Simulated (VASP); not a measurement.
# Hg (R-3m) in VASP: notebook

The runs below take Hg through electric field gradients, with LDA.

All numbers are computed with VASP 6.6.1; they aren't measurements. Logs are shortened: lines on timing, memory, paths and dates and some standing lists are left out, and cuts for length are marked.

**1. The cell of the first run**

Symmetry: R-3m, No. 166, trigonal system. Conventional cell: a = 3.389 Å, b = 3.389 Å, c = 6.565 Å, α = 90.00°, β = 90.00°, γ = 120.00°. Within 3.9 Å of Hg (site symmetry -3m) lie 12 Hg at 2.94 to 3.39 Å.

**2. Electric field gradients, LDA (21.77 Å³/atom)**

Input file INCAR:

```
PREC = Accurate ; ENCUT = 410
EDIFF = 1E-8 ; ISMEAR = -1
SIGMA = 0.03 ; LREAL = False
LASPH = True ; NELM = 120
ALGO = Normal ; ISIF = 2
LWAVE = False ; LCHARG = False
LEFG = True ; NBANDS = 16
GGA_COMPAT = False
```

Input file KPOINTS:

```
Automatic mesh
0
Gamma
  12 12 12
```

Input file POSCAR:

```
Hg
1.0
    1.6946844141      0.9784265027      2.1883953669
   -1.6946844141      0.9784265027      2.1883953669
    0.0000000000     -1.9568530053      2.1883953669
Hg
1
Direct
    0.0000000000      0.0000000000      0.0000000000
```

Potentials or basis: VASP PAW LDA potentials, release 64 (Hg_sv_GW).

Started as:

```console
$ cat potpaw_LDA.64/Hg_sv_GW/POTCAR > POTCAR
$ mpirun -np 1 vasp_std > vasp.out
```

OUTCAR:

```text
PREC = Accurate
   ENCUT = 410
   EDIFF = 1E-8
   ISMEAR = -1
   LREAL = False
   LASPH = True
   NELM = 120
   ISIF = 2

 ion  position               nearest neighbor table
   1  0.000  0.000  0.000-

  LATTYP: Found a trigonal (rhomboedric) cell.
 ALAT       =     2.9357022953
 COS(alpha) =     0.3335253405

  Lattice vectors:

 A1 = (   1.6946844141,   0.9784265027,   2.1883953669)
 A2 = (  -1.6946844141,   0.9784265027,   2.1883953669)
 A3 = (   0.0000000000,  -1.9568530053,   2.1883953669)

Analysis of symmetry for initial positions (statically):
=====================================================================
 Subroutine PRICEL returns:
 Original cell was already a primitive cell.

 Routine SETGRP: Setting up the symmetry group for a
 trigonal (rhombohedral) supercell.

 Subroutine GETGRP returns: Found 12 space group operations
 (whereof 12 operations were pure point group operations)
 out of a pool of 12 trial point group operations.

The static configuration has the point symmetry D_3d.

Analysis of symmetry for dynamics (positions and initial velocities):
=====================================================================
 Subroutine PRICEL returns:
 Original cell was already a primitive cell.

 Routine SETGRP: Setting up the symmetry group for a
 trigonal (rhombohedral) supercell.

 Subroutine GETGRP returns: Found 12 space group operations
 (whereof 12 operations were pure point group operations)
 out of a pool of 12 trial point group operations.

The dynamic configuration has the point symmetry D_3d.

 Subroutine INISYM returns: Found 12 space group operations
 (whereof 12 operations are pure point group operations),
 and found     1 'primitive' translations

----------------------------------------------------------------------------------------

                                     Primitive cell

  volume of cell :      21.7718

  direct lattice vectors                    reciprocal lattice vectors
     1.694684414  0.978426503  2.188395367     0.295040183  0.170341529  0.152318607
    -1.694684414  0.978426503  2.188395367    -0.295040183  0.170341529  0.152318607
     0.000000000 -1.956853005  2.188395367     0.000000000 -0.340683058  0.152318607

  length of vectors
     2.935702295  2.935702295  2.935702295     0.373183473  0.373183473  0.373183473

  position of ions in fractional coordinates (direct lattice)
     0.000000000  0.000000000  0.000000000

  ion indices of the primitive-cell ions
   primitive index   ion index
                 1           1

----------------------------------------------------------------------------------------

 KPOINTS: Automatic mesh

Automatic generation of k-mesh.
 Grid dimensions read from file:
 generate k-points for:   12   12   12

 Generating k-lattice:

  Cartesian coordinates                     Fractional coordinates (reciprocal lattice)
     0.024586682  0.014195127  0.012693217     0.083333333 -0.000000000  0.000000000
    -0.024586682  0.014195127  0.012693217    -0.000000000  0.083333333  0.000000000
     0.000000000 -0.028390255  0.012693217     0.000000000  0.000000000  0.083333333

  Length of vectors
     0.031098623  0.031098623  0.031098623

  Shift w.r.t. Gamma in fractional coordinates (k-lattice)
     0.000000000  0.000000000  0.000000000

 Subroutine IBZKPT returns following result:
 ===========================================

 Found    189 irreducible k-points:

 Following reciprocal coordinates:
            Coordinates               Weight
  0.000000  0.000000  0.000000      1.000000
  0.083333  0.000000  0.000000      6.000000
  0.166667  0.000000  0.000000      6.000000
  0.250000  0.000000  0.000000      6.000000
  0.333333  0.000000  0.000000      6.000000
  0.416667  0.000000  0.000000      6.000000
[... 16 lines left out ...]
  0.500000  0.166667  0.000000     12.000000
 -0.416667  0.166667  0.000000     12.000000
 [... further k-points ...]
   k-points           NKPTS =    189   k-points in BZ     NKDIM =    189   number of bands    NBANDS=     16
   number of dos      NEDOS =    301   number of ions     NIONS =      1
   total plane-waves  NPLWV =   8000
   dimension x,y,z NGX =    20 NGY =   20 NGZ =   20
   dimension x,y,z NGXF=    40 NGYF=   40 NGZF=   40
   ions per type =               1
   NGX,Y,Z   is equivalent  to a cutoff of  11.33, 11.33, 11.33 a.u.
   NGXF,Y,Z  is equivalent  to a cutoff of  22.65, 22.65, 22.65 a.u.
 SYSTEM =  unknown system
   PREC   = accura    normal or accurate (medium, high low for compatibility)
   ISTART =      0    job   : 0-new  1-cont  2-samecut
   ICHARG =      2    charge: 1-file 2-atom 10-const
   ISPIN  =      1    spin polarized calculation?
   LNONCOLLINEAR =      F non collinear calculations
   LSORBIT =      F    spin-orbit coupling
   LASPH  =      T    aspherical Exc in radial PAW
   ENCUT  =  410.0 eV  30.13 Ry    5.49 a.u.   4.85  4.85  4.85*2*pi/ulx,y,z
   NELM   =    120;   NELMIN=  2; NELMDL= -5     # of ELM steps
   EDIFF  = 0.1E-07   stopping-criterion for ELM
   LREAL  =      F    real-space projection
   EDIFFG = 0.1E-06   stopping-criterion for IOM
   NSW    =      0    number of steps for IOM
   IBRION =     -1    ionic relax: 0-MD 1-quasi-New 2-CG
   NFREE  =      0    steps in history (QN), initial steepest desc. (CG)
   ISIF   =      2    stress and relaxation
   ISYM   =      2    0-nonsym 1-usesym 2-fastsym
   POTIM  = 0.5000    time-step for ionic-motion
   TEBEG  =    0.0;   TEEND  =   0.0 temperature during run
   PSTRESS=    0.0 pullay stress
   NELECT =      20.0000    total number of electrons
   NUPDOWN=      -1.0000    fix difference up-down
   EMIN   =  10.00;   EMAX   =-10.00  energy-range for DOS
   EFERMI =   0.00;   METHOD = LEGACY
   ISMEAR =    -1;   SIGMA  =   0.03  broadening in eV -4-tet -1-fermi 0-gaus
   EFERMI_NEDOS =   21; number of points for ismear=-14 and -15
   IALGO  =     38    algorithm
   IMIX   =      4    mixing-type and parameters
     AMIX     =   0.40;   BMIX     =  1.00
     AMIX_MAG =   1.60;   BMIX_MAG =  1.00
  volume/ion in A,a.u.               =      21.77       146.92
  Fermi-wavevector in a.u.,A,eV,Ry     =   1.591427  3.007362 34.458671  2.532641
  Thomas-Fermi vector in A             =   2.689969
   LORBIT       =      0    0 simple, 1 ext, 2 COOP (PROOUT), +10 PAW based schemes
   GGA     = CA    functional components
   LHFCALC =     F    Hartree Fock is set to
   AEXX    =    0.0000 exact exchange contribution
   IVDW    =     0    specifies the selected vdW correction
   LEPSILON=     F    determine dielectric tensor
   LRPA    =     F    only Hartree local field effects (RPA)
 non-spin polarized calculation
  energy-cutoff  :      410.00
  volume of cell :       21.77
 maximum number of plane-waves:       427
   NGX =  9   NGY =  9   NGZ =  9

 number of electron      20.0000004 magnetization

 Free energy of the ion-electron system (eV)
  ---------------------------------------------------
  ext. energy  EPLUGINS =         0.00000000
  ---------------------------------------------------
  free energy    TOTEN  =        -0.95735359 eV

  energy without entropy =       -0.95620343  energy(sigma->0) =       -0.95677851

 E-fermi :   6.6422     XC(G=0): -12.1732

 val. band max:        6.5376718536   @ k =  -0.4167   0.4167   0.0833
 cond. band min:       6.6551613004   @ k =   0.5000   0.1667   0.0833
 fundamental gap:      0.1174894467
 Fermi energy:         6.6422316339

 k-point     1 :       0.0000    0.0000    0.0000
  band No.  band energies     occupation
      1    -108.0037      2.00000
      2     -56.6010      2.00000
      3     -56.5980      2.00000
      4     -56.5980      2.00000
      5      -3.2276      2.00000
      6      -1.3776      2.00000
[... 8 lines left out ...]
     15      25.8680      0.00000
     16      25.8680      0.00000

 k-point     2 :       0.0833    0.0000    0.0000
  band No.  band energies     occupation
      1    -108.0035      2.00000
      2     -56.6046      2.00000
      3     -56.5991      2.00000
      4     -56.5980      2.00000
      5      -3.0612      2.00000
      6      -1.3650      2.00000
[... 8 lines left out ...]
     15      25.4581      0.00000
     16      26.1287      0.00000
[... 387 lines left out ...]
      5      -1.7924      2.00000
      6      -1.1522      2.00000
[... 8 lines left out ...]
     15      24.9528      0.00000
     16      26.3545      0.00000

 k-point    24 :      -0.4167    0.1667    0.0000
  band No.  band energies     occupation
      1    -108.0001      2.00000
      2     -56.6655      2.00000
      3     -56.6128      2.00000
      4     -56.5968      2.00000
      5      -1.7644      2.00000
      6      -1.1871      2.00000
[... 8 lines left out ...]
     15      26.0478      0.00000
     16      26.3435      0.00000

 [... further k-points ...]

------------------------ aborting loop because EDIFF is reached ----------------------------------------

  FORCE on cell =-STRESS in cart. coord.  units (eV):
  Direction    XX          YY          ZZ          XY          YZ          ZX
  --------------------------------------------------------------------------------------
  -------------------------------------------------------------------------------------
  Total       -0.1887574     -0.1887574     -0.1096394      0.0000000     -0.0000000     -0.0000000
  in kB      -13.8905813    -13.8905813     -8.0683185      0.0000000     -0.0000000     -0.0000000
  external PRESSURE =     -11.9498271 kB  Pullay stress =       0.0000000 kB

 VOLUME and BASIS-vectors are now :
 -----------------------------------------------------------------------------
  energy-cutoff  :      410.00
  volume of cell :       21.77
      direct lattice vectors                 reciprocal lattice vectors
     1.694684414  0.978426503  2.188395367     0.295040183  0.170341529  0.152318607
    -1.694684414  0.978426503  2.188395367    -0.295040183  0.170341529  0.152318607
     0.000000000 -1.956853005  2.188395367     0.000000000 -0.340683058  0.152318607

 POSITION                                       TOTAL-FORCE (eV/Angst)
 -----------------------------------------------------------------------------------
      0.00000      0.00000      0.00000         0.000000      0.000000      0.000000
 -----------------------------------------------------------------------------------
    total drift:                               -0.000000      0.000000      0.000000

  FREE ENERGIE OF THE ION-ELECTRON SYSTEM (eV)
  ---------------------------------------------------
  free  energy   TOTEN  =        -0.9573535924 eV

  energy  without entropy=       -0.9562034284  energy(sigma->0) =       -0.95677851

 Electric field gradients (V/A^2)
---------------------------------------------------------------------
 ion       V_xx      V_yy      V_zz      V_xy      V_xz      V_yz
---------------------------------------------------------------------
   1      77.592    77.592  -155.183    -0.000    -0.000    -0.000
---------------------------------------------------------------------

 Electric field gradients after diagonalization (V/A^2)
 (convention: |V_zz| > |V_xx| > |V_yy|)
----------------------------------------------------------------------
 ion       V_xx      V_yy      V_zz     asymmetry (V_yy - V_xx)/ V_zz
----------------------------------------------------------------------
   1      77.592    77.592  -155.183       0.000
----------------------------------------------------------------------

           NMR quadrupolar parameters

 Cq : quadrupolar parameter    Cq=e*Q*V_zz/h
 eta: asymmetry parameters     (V_yy - V_xx)/ V_zz
 Q  : nuclear electric quadrupole moment in mb (millibarn)
----------------------------------------------------------------------
 ion       Cq(MHz)       eta       Q (mb)
----------------------------------------------------------------------
   1      -0.375       0.000       1.000
----------------------------------------------------------------------
```

Wall time 18 s (1 thread of Intel Xeon 6975P-C (Granite Rapids), shared host); peak memory 0.16 GiB.

Results:

- Free energy: -0.9574 eV
- Pressure: -1.2 GPa
- Band gap on the k mesh: zero (bands 10 and 11 overlap by 3.49 eV)
- Largest electric field gradient by atom: Hg -155.2 V/Å²

Electric field gradients, principal values (V/Å²):
| atom | least | middle | greatest (by size) |
| --- | --- | --- | --- |
| 1 Hg | 77.592 | 77.592 | -155.183 |

Caveat: without QUAD_EFG the Cq values of the log hold for a quadrupole moment of 1 mb, not for the nuclei; spin-orbit coupling is left out, which moves the levels of the heavy elements.

(Part 1 of 3 ends here.)

The gap in the log of VASP goes by the Fermi energy; the results here count the filled bands.